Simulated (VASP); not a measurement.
# KNd2Sb3 (P-3m1) in VASP: notebook

Runs on KNd2Sb3. Level: PBE. Tasks: single point.

Program: VASP 6.6.1. These are calculated values, not measurements. Logs are shortened: lines on timing, memory, paths and dates and some standing lists are left out, and cuts for length are marked.

### 1 The cell of the first run

Symmetry: P-3m1, No. 164, trigonal system. The conventional cell has a = 4.483 Å, b = 4.483 Å, c = 12.310 Å, α = 90.00°, β = 90.00°, γ = 120.00°. K (site symmetry -3m) has 6 Sb at 3.57 Å and 6 K at 4.48 Å within 4.7 Å. Nd (site symmetry 3m) has 6 Sb at 3.15 to 3.21 Å within 4.1 Å. Within 4.1 Å of Sb (site symmetry 3m) lie 3 Nd at 3.15 Å and 3 K at 3.57 Å. Sb (site symmetry -3m) has 6 Nd at 3.21 Å within 4.2 Å.

The cell was built from a structure type or drawn by symmetry, and may not be a known phase.

### 2 Single point, PBE

INCAR

```
PREC = Accurate
ENCUT = 500
EDIFF = 1E-6
ISMEAR = 0
SIGMA = 0.2
LREAL = F
LASPH = T
NELM = 200
ALGO = Normal
ISIF = 2
LWAVE = F
LCHARG = F
GGA = PE
NBANDS = 32
GGA_COMPAT = F
LMAXMIX = 6
```

KPOINTS

```
regular mesh
0
Gamma
  5 5 2
```

POSCAR

```
KNd2Sb3
1.0
    4.4830027811      0.0000000000      0.0000000000
   -2.2415013905      3.8823942936      0.0000000000
    0.0000000000      0.0000000000     12.3097911081
K Nd Sb
1 2 3
Direct
    0.0000000000      0.0000000000      0.0000000000
    0.3333333333      0.6666666667      0.6547823666
    0.6666666667      0.3333333333      0.3452176334
    0.3333333333      0.6666666667      0.1997029031
    0.0000000000      0.0000000000      0.5000000000
    0.6666666667      0.3333333333      0.8002970969
```

Potentials or basis: VASP PAW PBE potentials, release 64 (K_sv, Nd_3, Sb), 4f in core.

Command:

```
$ cat potpaw_PBE.64/K_sv/POTCAR potpaw_PBE.64/Nd_3/POTCAR potpaw_PBE.64/Sb/POTCAR > POTCAR
$ mpirun -np 1 vasp_std > vasp.out
```

OUTCAR:

```text
PREC = Accurate
   ENCUT = 500
   EDIFF = 1E-6
   ISMEAR = 0
   LREAL = F
   LASPH = T
   NELM = 200
   ISIF = 2
   GGA = PE

 ion  position               nearest neighbor table
   1  0.000  0.000  0.000-   4 3.57   6 3.57   4 3.57   6 3.57   6 3.57   4 3.57
   2  0.333  0.667  0.655-   6 3.15   6 3.15   6 3.15   5 3.21   5 3.21   5 3.21
   3  0.667  0.333  0.345-   4 3.15   4 3.15   4 3.15   5 3.21   5 3.21   5 3.21
   4  0.333  0.667  0.200-   3 3.15   3 3.15   3 3.15   1 3.57   1 3.57   1 3.57
   5  0.000  0.000  0.500-   2 3.21   3 3.21   2 3.21   3 3.21   3 3.21   2 3.21
   6  0.667  0.333  0.800-   2 3.15   2 3.15   2 3.15   1 3.57   1 3.57   1 3.57

  LATTYP: Found a hexagonal cell.
 ALAT       =     4.4830027811
 C/A-ratio  =     2.7458807655

  Lattice vectors:

 A1 = (   4.4830027811,   0.0000000000,   0.0000000000)
 A2 = (  -2.2415013905,   3.8823942936,   0.0000000000)
 A3 = (   0.0000000000,   0.0000000000,  12.3097911081)

Analysis of symmetry for initial positions (statically):
=====================================================================
 Subroutine PRICEL returns:
 Original cell was already a primitive cell.

 Routine SETGRP: Setting up the symmetry group for a
 hexagonal supercell.

 Subroutine GETGRP returns: Found 12 space group operations
 (whereof 12 operations were pure point group operations)
 out of a pool of 24 trial point group operations.

The static configuration has the point symmetry D_3d.

Analysis of symmetry for dynamics (positions and initial velocities):
=====================================================================
 Subroutine PRICEL returns:
 Original cell was already a primitive cell.

 Routine SETGRP: Setting up the symmetry group for a
 hexagonal supercell.

 Subroutine GETGRP returns: Found 12 space group operations
 (whereof 12 operations were pure point group operations)
 out of a pool of 24 trial point group operations.

The dynamic configuration has the point symmetry D_3d.

 Subroutine INISYM returns: Found 12 space group operations
 (whereof 12 operations are pure point group operations),
 and found     1 'primitive' translations

----------------------------------------------------------------------------------------

                                     Primitive cell

  volume of cell :     214.2493

  direct lattice vectors                    reciprocal lattice vectors
     4.483002781  0.000000000  0.000000000     0.223064774  0.128786507  0.000000000
[... 82 lines left out ...]
   NSW    =      0    number of steps for IOM
   IBRION =     -1    ionic relax: 0-MD 1-quasi-New 2-CG
   NFREE  =      0    steps in history (QN), initial steepest desc. (CG)
   ISIF   =      2    stress and relaxation
   ISYM   =      2    0-nonsym 1-usesym 2-fastsym
   POTIM  = 0.5000    time-step for ionic-motion
   TEBEG  =    0.0;   TEEND  =   0.0 temperature during run
   PSTRESS=    0.0 pullay stress
   NELECT =      46.0000    total number of electrons
   NUPDOWN=      -1.0000    fix difference up-down
   EMIN   =  10.00;   EMAX   =-10.00  energy-range for DOS
   EFERMI =   0.00;   METHOD = LEGACY
   ISMEAR =     0;   SIGMA  =   0.20  broadening in eV -4-tet -1-fermi 0-gaus
   EFERMI_NEDOS =   21; number of points for ismear=-14 and -15
   IALGO  =     38    algorithm
   IMIX   =      4    mixing-type and parameters
     AMIX     =   0.40;   BMIX     =  1.00
     AMIX_MAG =   1.60;   BMIX_MAG =  1.00
  volume/ion in A,a.u.               =      35.71       240.97
  Fermi-wavevector in a.u.,A,eV,Ry     =   0.980289  1.852478 13.074755  0.960967
  Thomas-Fermi vector in A             =   2.111208
   LORBIT       =      0    0 simple, 1 ext, 2 COOP (PROOUT), +10 PAW based schemes
   GGA     = PE    functional components
   LHFCALC =     F    Hartree Fock is set to
   AEXX    =    0.0000 exact exchange contribution
   IVDW    =     0    specifies the selected vdW correction
   LEPSILON=     F    determine dielectric tensor
   LRPA    =     F    only Hartree local field effects (RPA)
 non-spin polarized calculation
 Gauss-broadening in eV      SIGMA  =   0.20
  energy-cutoff  :      500.00
  volume of cell :      214.25
 maximum number of plane-waves:      5462
 NGX is ok and might be reduce to    36
   NGX = 17   NGY = 17   NGZ = 45

 number of electron      46.0000003 magnetization

 Free energy of the ion-electron system (eV)
  ---------------------------------------------------
  ext. energy  EPLUGINS =         0.00000000
  ---------------------------------------------------
  free energy    TOTEN  =       -27.25933258 eV

  energy without entropy =      -27.17419208  energy(sigma->0) =      -27.21676233

 E-fermi :   3.0850     XC(G=0):  -8.7728

 val. band max:        3.0367922003   @ k =   0.0000   0.0000   0.5000
 cond. band min:       3.3351148053   @ k =   0.4000   0.0000   0.5000
 fundamental gap:      0.2983226050
 Fermi energy:         3.0849983232

 k-point     1 :       0.0000    0.0000    0.0000
  band No.  band energies     occupation
      1     -34.4566      2.00000
      2     -34.4531      2.00000
      3     -26.8287      2.00000
      4     -15.7025      2.00000
      5     -15.6110      2.00000
      6     -15.5372      2.00000
[... 339 lines left out ...]
     31       6.9845      0.00000
     32       7.4160      0.00000

------------------------ aborting loop because EDIFF is reached ----------------------------------------

  FORCE on cell =-STRESS in cart. coord.  units (eV):
  Direction    XX          YY          ZZ          XY          YZ          ZX
  --------------------------------------------------------------------------------------
  -------------------------------------------------------------------------------------
  Total        0.4584933      0.4584933      1.2971703      0.0000000      0.0000000      0.0000000
  in kB        3.4286585      3.4286585      9.7003692      0.0000000      0.0000000      0.0000000
  external PRESSURE =       5.5192287 kB  Pullay stress =       0.0000000 kB

 VOLUME and BASIS-vectors are now :
 -----------------------------------------------------------------------------
  energy-cutoff  :      500.00
  volume of cell :      214.25
      direct lattice vectors                 reciprocal lattice vectors
     4.483002781  0.000000000  0.000000000     0.223064774  0.128786507  0.000000000
    -2.241501390  3.882394294  0.000000000     0.000000000  0.257573014  0.000000000
     0.000000000  0.000000000 12.309791108     0.000000000  0.000000000  0.081236147

 POSITION                                       TOTAL-FORCE (eV/Angst)
 -----------------------------------------------------------------------------------
      0.00000      0.00000      0.00000        -0.000000      0.000000      0.000000
     -0.00000      2.58826      8.06023         0.000000      0.000000     -0.032338
      2.24150      1.29413      4.24956        -0.000000     -0.000000      0.032338
     -0.00000      2.58826      2.45830         0.000000      0.000000     -0.067426
      0.00000      0.00000      6.15490        -0.000000      0.000000      0.000000
      2.24150      1.29413      9.85149        -0.000000     -0.000000      0.067426
 -----------------------------------------------------------------------------------
    total drift:                                0.000000     -0.000000      0.000000

  FREE ENERGIE OF THE ION-ELECTRON SYSTEM (eV)
  ---------------------------------------------------
  free  energy   TOTEN  =       -27.2593325770 eV

  energy  without entropy=      -27.1741920834  energy(sigma->0) =      -27.21676233
```

OSZICAR:

```text
N       E                     dE             d eps       ncg     rms          rms(c)
DAV:   1     0.340385554135E+03    0.34039E+03   -0.18392E+04   640   0.120E+03
DAV:   2    -0.197914929813E+01   -0.34236E+03   -0.33313E+03   752   0.302E+02
DAV:   3    -0.257011817365E+02   -0.23722E+02   -0.23435E+02   960   0.706E+01
DAV:   4    -0.275098191209E+02   -0.18086E+01   -0.17986E+01  1120   0.158E+01
DAV:   5    -0.275529346944E+02   -0.43116E-01   -0.43112E-01   864   0.214E+00    0.818E+00
DAV:   6    -0.273313048711E+02    0.22163E+00   -0.33073E-01   864   0.250E+00    0.499E+00
DAV:   7    -0.272540185855E+02    0.77286E-01   -0.55366E-01   816   0.324E+00    0.779E-01
DAV:   8    -0.272584130992E+02   -0.43945E-02   -0.82852E-02   960   0.986E-01    0.221E-01
DAV:   9    -0.272590669462E+02   -0.65385E-03   -0.50209E-03   872   0.237E-01    0.149E-01
DAV:  10    -0.272592701900E+02   -0.20324E-03   -0.90109E-04   872   0.158E-01    0.542E-02
DAV:  11    -0.272593226433E+02   -0.52453E-04   -0.14967E-04   968   0.446E-02    0.227E-02
DAV:  12    -0.272593280652E+02   -0.54219E-05   -0.29754E-05   840   0.239E-02    0.710E-03
DAV:  13    -0.272593329195E+02   -0.48543E-05   -0.74341E-06   704   0.121E-02    0.492E-03
DAV:  14    -0.272593325770E+02    0.34254E-06   -0.13216E-06   648   0.594E-03
   1 F= -.27259333E+02 E0= -.27216762E+02  d E =-.851405E-01
```

stdout:

```text
POSCAR found type information on POSCAR K NdSb
 POSCAR found :  3 types and       6 ions
 scaLAPACK will be used
 LDA part: xc-table for (Slater+PW92), standard interpolation
 POSCAR, INCAR and KPOINTS ok, starting setup
 FFT: planning ... GRIDC
 FFT: planning ... GRID_SOFT
 FFT: planning ... GRID
 WAVECAR not read
 entering main loop
```

Wall time 46 s (1 thread of Intel Xeon 6975P-C (Granite Rapids), shared host); peak memory 0.35 GiB.

Results:

```yaml
Free_energy: -27.2593 eV
Pressure: 0.6 GPa
Largest_force: 0.067 eV/Å
Band_gap_on_the_k_mesh: zero (bands 23 and 24 overlap by 1.58 eV)
```

Forces in eV/Å, atoms in the order of the input:
```
K    0.000  0.000  0.000
Nd   0.000  0.000 -0.032
Nd   0.000  0.000  0.032
Sb   0.000  0.000 -0.067
Sb   0.000  0.000  0.000
Sb   0.000  0.000  0.067
```

Caveat: spin-orbit coupling is left out, which moves the levels of the heavy elements; the 4f electrons are frozen in the core, so they carry no moment and show no levels. Spin polarisation is off, so any magnetic state and its effect on volume and gap are missing.

(Part 1 of 2 ends here.)
